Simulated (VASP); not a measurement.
# HPt6 in VASP: notebook

The runs below take HPt6 through single point, with PBE.

All numbers are computed with VASP 6.6.1; they aren't measurements. Logs are shortened: lines on timing, memory, paths and dates and some standing lists are left out, and cuts for length are marked.

## Step 1: The cell of the first run

The cell holds a slab with vacuum, 14 atoms: a = 5.615 Å, b = 5.615 Å, c = 22.620 Å, α = 90.00°, β = 90.00°, γ = 120.00°.

## Step 2: Single point, PBE

The input, INCAR:

```
PREC = Accurate ; ENCUT = 520
EDIFF = 1E-6 ; ISMEAR = 0
SIGMA = 0.1 ; LREAL = F
LASPH = T ; NELM = 100
ALGO = Normal ; ISIF = 2
LWAVE = F ; LCHARG = F
LDIPOL = T ; IDIPOL = 3
DIPOL = 0.5 0.5 0.296 ; GGA = PE
NBANDS = 74
```

The input, KPOINTS:

```
Automatic mesh
0
Gamma
  6 6 1
```

The input, POSCAR:

```
HPt6
1.0
    5.6145835605      0.0000000000      0.0000000000
   -2.8072917802      4.8623719950      0.0000000000
    0.0000000000      0.0000000000     22.6197373747
Pt H
12 2
Direct
    0.3333333333      0.1666666667      0.1768367127
    0.3333333333      0.6666666667      0.1768367127
    0.8333333333      0.1666666667      0.1768367127
    0.8333333333      0.6666666667      0.1768367127
    0.1666666667      0.3333333333      0.2789580515
    0.1666666667      0.8333333333      0.2789580515
    0.6666666667      0.3333333333      0.2789580515
    0.6666666667      0.8333333333      0.2789580515
    0.0000000000      0.0000000000      0.3810715055
    0.0000000000      0.5000000000      0.3810715055
    0.5000000000      0.0000000000      0.3810715055
    0.5000000000      0.5000000000      0.3810715055
    0.1892786072      0.3785572143      0.4009656357
    0.3107213928      0.6214427857      0.4009656357
```

Potentials or basis: VASP PAW PBE potentials, release 64 (Pt, H).

Launch:

```bash
cat potpaw_PBE.64/Pt/POTCAR potpaw_PBE.64/H/POTCAR > POTCAR
mpirun -np 1 vasp_std > vasp.out
```

OUTCAR:

```text
PREC = Accurate
   ENCUT = 520
   EDIFF = 1E-6
   ISMEAR = 0
   LREAL = F
   LASPH = T
   NELM = 100
   ISIF = 2
   GGA = PE

 ion  position               nearest neighbor table
   1  0.333  0.167  0.177-   2 2.81   2 2.81   4 2.81   4 2.81   3 2.81   3 2.81   5 2.82   6 2.82
                             7 2.82
   2  0.333  0.667  0.177-   1 2.81   1 2.81   3 2.81   3 2.81   4 2.81   4 2.81   6 2.82   5 2.82
                             8 2.82
   3  0.833  0.167  0.177-   4 2.81   4 2.81   2 2.81   2 2.81   1 2.81   1 2.81   7 2.82   8 2.82
                             5 2.82
   4  0.833  0.667  0.177-   3 2.81   3 2.81   1 2.81   1 2.81   2 2.81   2 2.81   8 2.82   7 2.82
                             6 2.82
   5  0.167  0.333  0.279-   6 2.81   6 2.81   8 2.81   8 2.81   7 2.81   7 2.81   9 2.82  12 2.82
                            10 2.82   1 2.82   2 2.82   3 2.82
   6  0.167  0.833  0.279-   5 2.81   5 2.81   7 2.81   7 2.81   8 2.81   8 2.81  10 2.82  11 2.82
                             9 2.82   2 2.82   1 2.82   4 2.82
   7  0.667  0.333  0.279-   8 2.81   8 2.81   6 2.81   6 2.81   5 2.81   5 2.81  11 2.82  10 2.82
                            12 2.82   3 2.82   4 2.82   1 2.82
   8  0.667  0.833  0.279-   7 2.81   7 2.81   5 2.81   5 2.81   6 2.81   6 2.81  12 2.82   9 2.82
                            11 2.82   4 2.82   3 2.82   2 2.82
   9  0.000  0.000  0.381-  13 1.89  10 2.81  10 2.81  12 2.81  12 2.81  11 2.81  11 2.81   5 2.82
                             8 2.82   6 2.82
  10  0.000  0.500  0.381-  14 1.59  13 1.59   9 2.81   9 2.81  11 2.81  11 2.81  12 2.81  12 2.81
                             6 2.82   7 2.82   5 2.82
  11  0.500  0.000  0.381-  14 1.89  12 2.81  12 2.81  10 2.81  10 2.81   9 2.81   9 2.81   7 2.82
                             6 2.82   8 2.82
  12  0.500  0.500  0.381-  13 1.59  14 1.59  11 2.81  11 2.81   9 2.81   9 2.81  10 2.81  10 2.81
                             8 2.82   5 2.82   7 2.82
  13  0.189  0.379  0.401-  12 1.59  10 1.59   9 1.89
  14  0.311  0.621  0.401-  10 1.59  12 1.59  11 1.89

  LATTYP: Found a hexagonal cell.
 ALAT       =     5.6145835605
 C/A-ratio  =     4.0287471245

  Lattice vectors:

 A1 = (   5.6145835605,   0.0000000000,   0.0000000000)
 A2 = (  -2.8072917802,   4.8623719950,   0.0000000000)
 A3 = (   0.0000000000,   0.0000000000,  22.6197373747)

Analysis of symmetry for initial positions (statically):
=====================================================================
 Subroutine PRICEL returns:
 Original cell was already a primitive cell.

 Routine SETGRP: Setting up the symmetry group for a
 hexagonal supercell.

 Subroutine GETGRP returns: Found  2 space group operations
 (whereof  2 operations were pure point group operations)
 out of a pool of 24 trial point group operations.

The static configuration has the point symmetry C_1h.

Analysis of symmetry for dynamics (positions and initial velocities):
=====================================================================
 Subroutine PRICEL returns:
 Original cell was already a primitive cell.

 Routine SETGRP: Setting up the symmetry group for a
 hexagonal supercell.

 Subroutine GETGRP returns: Found  2 space group operations
 (whereof  2 operations were pure point group operations)
 out of a pool of 24 trial point group operations.

The dynamic configuration has the point symmetry C_1h.

 Subroutine INISYM returns: Found  2 space group operations
 (whereof  2 operations are pure point group operations),
 and found     1 'primitive' translations

----------------------------------------------------------------------------------------

                                     Primitive cell

  volume of cell :     617.5232

  direct lattice vectors                    reciprocal lattice vectors
     5.614583560  0.000000000  0.000000000     0.178107599  0.102830470  0.000000000
    -2.807291780  4.862371995  0.000000000     0.000000000  0.205660941  0.000000000
     0.000000000  0.000000000 22.619737375     0.000000000  0.000000000  0.044209178

  length of vectors
     5.614583560  5.614583560 22.619737375     0.205660941  0.205660941  0.044209178

  position of ions in fractional coordinates (direct lattice)
     0.333333333  0.166666667  0.176836713
     0.333333333  0.666666667  0.176836713
     0.833333333  0.166666667  0.176836713
     0.833333333  0.666666667  0.176836713
     0.166666667  0.333333333  0.278958051
[... 59 lines left out ...]
  0.000000  0.333333  0.000000      2.000000
  0.500000  0.000000  0.000000      2.000000
  0.000000  0.500000  0.000000      1.000000
  0.166667  0.166667  0.000000      4.000000
 -0.333333  0.166667  0.000000      2.000000
  0.333333  0.166667  0.000000      4.000000
 -0.166667  0.500000  0.000000      4.000000
  0.500000  0.333333  0.000000      4.000000
  0.333333  0.333333  0.000000      2.000000
   k-points           NKPTS =     13   k-points in BZ     NKDIM =     13   number of bands    NBANDS=     74
   number of dos      NEDOS =    301   number of ions     NIONS =     14
   total plane-waves  NPLWV = 296352
   dimension x,y,z NGX =    42 NGY =   42 NGZ =  168
   dimension x,y,z NGXF=    84 NGYF=   84 NGZF=  336
   ions per type =              12   2
   NGX,Y,Z   is equivalent  to a cutoff of  12.44, 12.44, 12.35 a.u.
   NGXF,Y,Z  is equivalent  to a cutoff of  24.87, 24.87, 24.69 a.u.
 SYSTEM =  unknown system
   PREC   = accura    normal or accurate (medium, high low for compatibility)
   ISTART =      0    job   : 0-new  1-cont  2-samecut
   ICHARG =      2    charge: 1-file 2-atom 10-const
   ISPIN  =      1    spin polarized calculation?
   LNONCOLLINEAR =      F non collinear calculations
   LSORBIT =      F    spin-orbit coupling
   LASPH  =      T    aspherical Exc in radial PAW
   ENCUT  =  520.0 eV  38.22 Ry    6.18 a.u.  10.44 10.44 42.06*2*pi/ulx,y,z
   NELM   =    100;   NELMIN=  2; NELMDL= -5     # of ELM steps
   EDIFF  = 0.1E-05   stopping-criterion for ELM
   LREAL  =      F    real-space projection
   EDIFFG = 0.1E-04   stopping-criterion for IOM
   NSW    =      0    number of steps for IOM
   IBRION =     -1    ionic relax: 0-MD 1-quasi-New 2-CG
   NFREE  =      0    steps in history (QN), initial steepest desc. (CG)
   ISIF   =      2    stress and relaxation
   ISYM   =      2    0-nonsym 1-usesym 2-fastsym
   POTIM  = 0.5000    time-step for ionic-motion
   TEBEG  =    0.0;   TEEND  =   0.0 temperature during run
   PSTRESS=    0.0 pullay stress
   NELECT =     122.0000    total number of electrons
   NUPDOWN=      -1.0000    fix difference up-down
   EMIN   =  10.00;   EMAX   =-10.00  energy-range for DOS
   EFERMI =   0.00;   METHOD = LEGACY
   ISMEAR =     0;   SIGMA  =   0.10  broadening in eV -4-tet -1-fermi 0-gaus
   EFERMI_NEDOS =   21; number of points for ismear=-14 and -15
   IALGO  =     38    algorithm
   IMIX   =      4    mixing-type and parameters
     AMIX     =   0.40;   BMIX     =  1.00
     AMIX_MAG =   1.60;   BMIX_MAG =  1.00
  volume/ion in A,a.u.               =      44.11       297.66
  Fermi-wavevector in a.u.,A,eV,Ry     =   0.953477  1.801811 12.369314  0.909119
  Thomas-Fermi vector in A             =   2.082136
   LORBIT       =      0    0 simple, 1 ext, 2 COOP (PROOUT), +10 PAW based schemes
   GGA     = PE    functional components
   LHFCALC =     F    Hartree Fock is set to
   AEXX    =    0.0000 exact exchange contribution
   IVDW    =     0    specifies the selected vdW correction
   LEPSILON=     F    determine dielectric tensor
   LRPA    =     F    only Hartree local field effects (RPA)
 non-spin polarized calculation
 Gauss-broadening in eV      SIGMA  =   0.10
  energy-cutoff  :      520.00
  volume of cell :      617.52
 maximum number of plane-waves:     16729
 NGX is ok and might be reduce to    42
   NGX = 21   NGY = 21   NGZ = 85

 dipolmoment           0.000000      0.000000      0.004630 electrons x Angstroem

 number of electron     121.9999984 magnetization

 dipolmoment           0.000000      0.000000     -0.030862 electrons x Angstroem

 Free energy of the ion-electron system (eV)
  ---------------------------------------------------
  ext. energy  EPLUGINS =         0.00000000
  ---------------------------------------------------
  free energy    TOTEN  =       -73.67642420 eV

  energy without entropy =      -73.53403362  energy(sigma->0) =      -73.60522891

 E-fermi :  -0.7594     XC(G=0):  -4.8691

 val. band max:       -0.7633029218   @ k =   0.0000   0.0000   0.0000
 cond. band min:      -0.7558932223   @ k =   0.0000   0.1667   0.0000
 fundamental gap:      0.0074096995
 Fermi energy:        -0.7594301861

 k-point     1 :       0.0000    0.0000    0.0000
  band No.  band energies     occupation
      1     -12.6330      2.00000
      2      -9.3253      2.00000
      3      -8.6902      2.00000
      4      -7.5862      2.00000
      5      -7.1993      2.00000
      6      -6.9719      2.00000
[... 977 lines left out ...]
     72       4.2626      0.00000
     73       4.4667      0.00000
 [bands above 73 left out]

------------------------ aborting loop because EDIFF is reached ----------------------------------------

 vacuum level on the upper side and lower side of the slab       (xc-potential included)        -0.239        -0.036

  FORCE on cell =-STRESS in cart. coord.  units (eV):
  Direction    XX          YY          ZZ          XY          YZ          ZX
  --------------------------------------------------------------------------------------
  -------------------------------------------------------------------------------------
  Total       -1.6480218     -7.6754220      4.8960382     -0.0000000     -0.0361531     -0.0000000
  in kB       -4.2758281    -19.9140483     12.7028770     -0.0000000     -0.0937999     -0.0000000
  external PRESSURE =      -3.8289998 kB  Pullay stress =       0.0000000 kB

 VOLUME and BASIS-vectors are now :
 -----------------------------------------------------------------------------
  energy-cutoff  :      520.00
  volume of cell :      617.52
      direct lattice vectors                 reciprocal lattice vectors
     5.614583560  0.000000000  0.000000000     0.178107599  0.102830470  0.000000000
    -2.807291780  4.862371995  0.000000000     0.000000000  0.205660941  0.000000000
     0.000000000  0.000000000 22.619737375     0.000000000  0.000000000  0.044209178

 POSITION                                       TOTAL-FORCE (eV/Angst)
 -----------------------------------------------------------------------------------
      1.40365      0.81040      4.00000         0.013702      0.011393     -0.081913
     -0.00000      3.24158      4.00000         0.000000      0.016450     -0.006566
      4.21094      0.81040      4.00000        -0.013702      0.011393     -0.081913
      2.80729      3.24158      4.00000        -0.000000     -0.025040      0.037811
      0.00000      1.62079      6.30996        -0.000000     -0.107142     -0.575354
     -1.40365      4.05198      6.30996        -0.028093      0.098633     -0.239874
      2.80729      1.62079      6.30996        -0.000000     -0.097661     -0.139805
      1.40365      4.05198      6.30996         0.028093      0.098633     -0.239874
      0.00000      0.00000      8.61974        -0.000000     -0.989226     -0.160896
     -1.40365      2.43119      8.61974        -5.065748     -0.047323     -1.035444
      2.80729      0.00000      8.61974         0.000000      1.050787     -0.254597
      1.40365      2.43119      8.61974         5.065748     -0.047323     -1.035444
      0.00000      1.84069      9.06974        -0.000000     -2.897499      1.964785
     -0.00000      3.02169      9.06974         0.000000      2.923924      1.849084
 -----------------------------------------------------------------------------------
    total drift:                               -0.000000     -0.000011     -0.000071

  FREE ENERGIE OF THE ION-ELECTRON SYSTEM (eV)
  ---------------------------------------------------
  free  energy   TOTEN  =       -73.6764242021 eV

  energy  without entropy=      -73.5340336218  energy(sigma->0) =      -73.60522891

 vacuum level on the upper side and lower side of the slab         4.769         4.974
```

Wall time 16 min (1 thread of Intel Xeon 6975P-C (Granite Rapids), shared host); peak memory 0.86 GiB.

What came out:

```
Free energy            : -73.6764 eV
Largest force          : 5.171 eV/Å
Band gap on the k mesh : zero (band 61 reaches -0.44 eV, above the bottom of band 62 at -1.00 eV)
```

Forces on the atoms (eV/Å):
```
Pt   0.014  0.011 -0.082
Pt   0.000  0.016 -0.007
Pt  -0.014  0.011 -0.082
Pt   0.000 -0.025  0.038
Pt   0.000 -0.107 -0.575
Pt  -0.028  0.099 -0.240
Pt   0.000 -0.098 -0.140
Pt   0.028  0.099 -0.240
Pt   0.000 -0.989 -0.161
Pt  -5.066 -0.047 -1.035
Pt   0.000  1.051 -0.255
Pt   5.066 -0.047 -1.035
H    0.000 -2.897  1.965
H    0.000  2.924  1.849
```

Levels at points of the mesh, in eV from the Fermi level:
| k point | band 57 | band 58 | band 59 | band 60 | band 61 | band 62 | band 63 | band 64 | band 65 | band 66 |
| --- | --- | --- | --- | --- | --- | --- | --- | --- | --- | --- |
| (0.00, 0.00, 0.00) | 0.13 | 0.19 | 0.28 | 0.30 | 0.32 | 0.52 | 0.60 | 0.60 | 0.61 | 0.85 |
| (0.50, 0.00, 0.00) | -0.65 | -0.62 | -0.20 | -0.16 | -0.02 | 0.01 | 0.23 | 0.26 | 1.42 | 1.54 |
| (0.00, 0.50, 0.00) | -0.69 | -0.58 | -0.33 | -0.12 | -0.07 | 0.05 | 0.22 | 0.26 | 1.18 | 1.62 |

Caveat: spin-orbit coupling is left out, which moves the levels of the heavy elements.

## Step 3: Single point, PBE

The input, INCAR:

```
SYSTEM = HPt6
PREC = Accurate
ENCUT = 520
EDIFF = 1E-6
ISMEAR = 0
SIGMA = 0.1
LREAL = .False.
LASPH = .True.
NELM = 60
ALGO = Normal
ISIF = 2
LWAVE = .False.
LCHARG = .False.
LDIPOL = .True.
IDIPOL = 3
DIPOL = 0.5 0.5 0.304
GGA = PE
NBANDS = 74
```

The input, KPOINTS:

```
Automatic mesh
0
Gamma
  6 6 1
  0 0 0
```

Changes to POSCAR since step 2:

```diff
@@ -20,3 +20,3 @@
     0.5000000000      0.5000000000      0.3810715055
-    0.1892786072      0.3785572143      0.4009656357
-    0.3107213928      0.6214427857      0.4009656357
+    0.1137496266      0.2274992532      0.4575533837
+    0.3862503734      0.7725007468      0.4575533837
```

Potentials or basis: VASP PAW PBE potentials, release 64 (Pt, H).

Launch:

```bash
cat potpaw_PBE.64/Pt/POTCAR potpaw_PBE.64/H/POTCAR > POTCAR
mpirun -np 1 vasp_std > vasp.out
```

Wall time 37 min (1 thread of Intel Xeon Platinum 8488C (Sapphire Rapids), shared host); peak memory 0.84 GiB.

Results (log left out):

```yaml
Free_energy: -73.9091 eV
Largest_force: 2.466 eV/Å
Band_gap_on_the_k_mesh: zero (band 61 reaches -0.24 eV, above the bottom of band 62 at -0.96 eV)
```

Forces on the atoms (eV/Å):
```
Pt   0.047  0.008  0.058
Pt   0.000  0.048 -0.107
Pt  -0.047  0.008  0.058
Pt   0.000 -0.036 -0.031
Pt   0.000  0.026 -0.220
Pt  -0.087 -0.088  0.002
Pt   0.000  0.027  0.423
Pt   0.087 -0.088  0.002
Pt   0.000  1.024  1.825
Pt  -0.010 -0.014  0.409
Pt   0.000 -0.900  1.735
Pt   0.010 -0.014  0.409
H    0.000 -0.903 -2.269
H    0.000  0.902 -2.295
```

Levels at points of the mesh, in eV from the Fermi level:
```csv
k point,band 59,band 60,band 61,band 62,band 63,band 64
"(0.00, 0.00, 0.00)",0.40,0.43,0.46,0.48,0.57,0.58
"(0.50, 0.00, 0.00)",-0.27,-0.19,-0.02,0.00,0.21,0.25
"(0.00, 0.50, 0.00)",-0.33,-0.15,-0.03,0.02,0.21,0.25
```

Caveat: spin-orbit coupling is left out, which moves the levels of the heavy elements.

## Step 4: Single point, PBE

The input, INCAR:

```
SYSTEM = HPt6
ALGO = Normal
DIPOL = 0.5 0.5 0.302
EDIFF = 1E-7
ENCUT = 520
GGA = PE
IDIPOL = 3
ISIF = 2
ISMEAR = 0
LASPH = .TRUE.
LCHARG = .FALSE.
LDIPOL = .TRUE.
LREAL = .FALSE.
LWAVE = .FALSE.
NBANDS = 74
NELM = 100
PREC = Accurate
SIGMA = 0.1
```

The input, KPOINTS:

```
k-points
0
G
  6 6 1
  0 0 0
```

Changes to POSCAR since step 3:

```diff
@@ -20,3 +20,3 @@
     0.5000000000      0.5000000000      0.3810715055
-    0.1137496266      0.2274992532      0.4575533837
-    0.3862503734      0.7725007468      0.4575533837
+    0.1350869492      0.2701738984      0.4434064467
+    0.3649130508      0.7298261016      0.4434064467
```

Launch:

```bash
cat potpaw_PBE.64/Pt/POTCAR potpaw_PBE.64/H/POTCAR > POTCAR
mpirun -np 1 vasp_std > vasp.out
```

Run time: 34 min. Hardware: 1 thread of Intel Xeon Platinum 8259CL at 2.50GHz (Skylake/Cascade Lake), shared host; peak memory 0.86 GiB.

It converged, with:

- Free energy: -74.8436 eV
- Largest force: 1.844 eV/Å
- Band gap on the k mesh: zero (band 61 reaches -0.29 eV, above the bottom of band 62 at -0.97 eV)

Forces in eV/Å, atoms in the order of the input:
```
Pt   0.046  0.008  0.001
Pt   0.000  0.045 -0.099
Pt  -0.046  0.008  0.001
Pt   0.000 -0.013 -0.013
Pt   0.000 -0.027 -0.280
Pt  -0.052 -0.056 -0.065
Pt   0.000  0.046  0.344
Pt   0.052 -0.056 -0.065
Pt   0.000  0.825  1.196
Pt   0.026 -0.023  0.649
Pt   0.000 -0.713  1.037
Pt  -0.026 -0.023  0.649
H    0.000 -0.770 -1.669
H    0.000  0.748 -1.686
```

Levels at points of the mesh, in eV from the Fermi level:
```tsv
k point	band 58	band 59	band 60	band 61	band 62	band 63	band 64	band 65
(0.00, 0.00, 0.00)	0.22	0.36	0.40	0.41	0.46	0.58	0.59	0.59
(0.50, 0.00, 0.00)	-0.67	-0.26	-0.18	-0.03	0.00	0.22	0.26	0.89
(0.00, 0.50, 0.00)	-0.71	-0.28	-0.18	-0.01	0.00	0.22	0.25	0.98
```

Caveat: spin-orbit coupling is left out, which moves the levels of the heavy elements.

## Step 5: Single point, PBE

The input, INCAR:

```
  PREC = Accurate
  ENCUT = 520
  EDIFF = 1E-7
  ISMEAR = 0
  SIGMA = 0.1
  LREAL = False
  LASPH = True
  NELM = 100
  ALGO = Normal
  ISIF = 2
  LWAVE = False
  LCHARG = False
  LDIPOL = True
  IDIPOL = 3
  DIPOL = 0.5 0.5 0.302
  GGA = PE
  NBANDS = 74
```

The input, KPOINTS:

```
Automatic mesh
0
Gamma
  6 6 1
```

Changes to POSCAR since step 4:

```diff
@@ -20,3 +20,3 @@
     0.5000000000      0.5000000000      0.3810715055
-    0.1350869492      0.2701738984      0.4434064467
-    0.3649130508      0.7298261016      0.4434064467
+    0.1731342233      0.3462684466      0.4434064467
+    0.3268657767      0.6537315534      0.4434064467
```

Launch:

```bash
cat potpaw_PBE.64/Pt/POTCAR potpaw_PBE.64/H/POTCAR > POTCAR
mpirun -np 1 vasp_std > vasp.out
```

Wall time 36 min (1 thread of Intel Xeon Platinum 8175M at 2.50GHz (Skylake/Cascade Lake), shared host); peak memory 0.86 GiB.

The run converged. Its results:

```yaml
Free_energy: -74.4570 eV
Largest_force: 1.453 eV/Å
Band_gap_on_the_k_mesh: zero (band 61 reaches -0.20 eV, above the bottom of band 62 at -0.90 eV)
```

Forces on the atoms (eV/Å):
```
Pt   0.051  0.010 -0.071
Pt   0.000  0.041 -0.014
Pt  -0.051  0.010 -0.071
Pt   0.000 -0.026  0.075
Pt   0.000 -0.098 -0.341
Pt  -0.036  0.031 -0.063
Pt   0.000  0.027  0.359
Pt   0.036  0.031 -0.063
Pt   0.000  0.250  0.483
Pt   0.246 -0.035  1.123
Pt   0.000 -0.184  0.337
Pt  -0.246 -0.035  1.123
H    0.000 -0.141 -1.427
H    0.000  0.119 -1.448
```

Levels at points of the mesh, in eV from the Fermi level:
```tsv
k point	band 57	band 58	band 59	band 60	band 61	band 62	band 63	band 64	band 65	band 66
(0.00, 0.00, 0.00)	0.21	0.22	0.37	0.40	0.43	0.50	0.58	0.58	0.59	1.04
(0.50, 0.00, 0.00)	-0.73	-0.70	-0.26	-0.17	-0.03	0.01	0.22	0.27	0.72	1.20
(0.00, 0.50, 0.00)	-0.73	-0.70	-0.25	-0.19	-0.04	0.03	0.24	0.24	0.58	1.35
```

Caveat: spin-orbit coupling is left out, which moves the levels of the heavy elements.
